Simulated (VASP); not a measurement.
## TaN: single point with LDA

The system is TaN.

```
Ta N
1.0
     5.19100    0.00000    0.00000
    -2.59550    4.49554    0.00000
     0.00000    0.00000    2.90800
Ta N
3 3
Direct
  0.00000 0.00000 0.00000
  0.33333 0.66667 0.50000
  0.66667 0.33333 0.50000
  0.50000 0.00000 0.00000
  0.50000 0.50000 0.00000
  0.00000 0.50000 0.00000
```

* Program: VASP 6.6.1
* Task: single point
* Functional: LDA
* Potentials or basis: VASP PAW LDA potentials, release 64 (Ta_sv_GW, N)
* Cutoff: 600 eV
* k mesh: 2 × 2 × 4
* Occupations: fermi-dirac, width 0.1 eV
* Spin: no spin polarisation
* Dipole correction: no
* Further INCAR settings: ALGO = Normal; EDIFF = 1e-06; NBANDS = 36

```json
{
 "Pressure": "-4.0 GPa",
 "Band gap on the k mesh": "zero (bands 27 and 28 overlap by 2.14 eV)"
}
```

Stress tensor (GPa, compression positive):
```
-3.95  0.00  0.00
 0.00 -3.95  0.00
 0.00  0.00 -4.18
```

Levels at points of the mesh, in eV from the Fermi level:
```
           k point  band 23  band 24  band 25  band 26  band 27  band 28  band 29  band 30  band 31  band 32
(0.00, 0.00, 0.00)    -2.63    -2.63    -2.06    -1.82    -1.00    -1.00     1.05     1.05     1.52     2.46
(0.50, 0.00, 0.00)    -4.25    -3.10    -2.53    -1.37    -0.41     1.60     2.04     2.12     2.61     2.70
(0.00, 0.00, 0.50)    -3.42    -2.69    -2.69    -1.48     1.14     1.14     1.81     2.05     2.78     2.78
(0.50, 0.00, 0.50)    -4.04    -3.01    -2.78    -1.78    -0.92     1.32     1.62     3.33     3.72     3.75
```

It took 52 s on 1 thread of AMD EPYC 7R43 64-Core Processor (Zen 3), with other jobs on the host, peak memory 0.13 GiB.

Caveat: the k points lie up to 0.70 Å⁻¹ apart, too coarse for converged energies and pressures of a metal; spin-orbit coupling is left out, which moves the levels of the heavy elements.
